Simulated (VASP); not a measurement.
Runs of VASP 6.6.1 on Au. The structure is that of space group Pm-3m (No. 221), or close to it. The cells are those of the table. 

| task | spin | cell | cutoff (eV) | k mesh for the DOS | occupations for the DOS | gap on the mesh (eV) | pressure (GPa) |
| --- | --- | --- | --- | --- | --- | --- | --- |
| single point | off | a = 2.138 Å, 1 atom | 520 | - | - | none | 592.1 |
| single point | off | a = 2.694 Å, 1 atom | 520 | - | - | none | -0.2 |
| single point | off | a = 2.272 Å, 1 atom | 520 | - | - | none | 273.8 |
| single point | off | a = 2.501 Å, 1 atom | 520 | - | - | none | 54.5 |
| single point | collinear, ferromagnetic start | a = 2.694 Å, 1 atom | 520 | - | - | none | -0.2 |
| single point | off | a = 2.392 Å, 1 atom | 520 | - | - | none | (a) |
| relaxation of cell and atoms | off | relaxed from a = 2.638 Å, 1 atom | 600 | - | - | none | 0.0 |

Alike in all rows: level PBEsol; potentials or basis VASP PAW PBE potentials, release 64 (Au); k mesh 14 × 14 × 14; smearing fermi-dirac 0.08 eV.

**Question.** Fill in the values left out.

**Answer.** (a) 126.1.

Caveats: the PAW data sets were made with another functional, which shifts forces and pressure a little; spin-orbit coupling is left out, which moves the levels of the heavy elements.

A k mesh can miss the band edges, and the runs leave out spin-orbit coupling on Au.

A gap of «none» marks levels without a gap at the run's occupations.
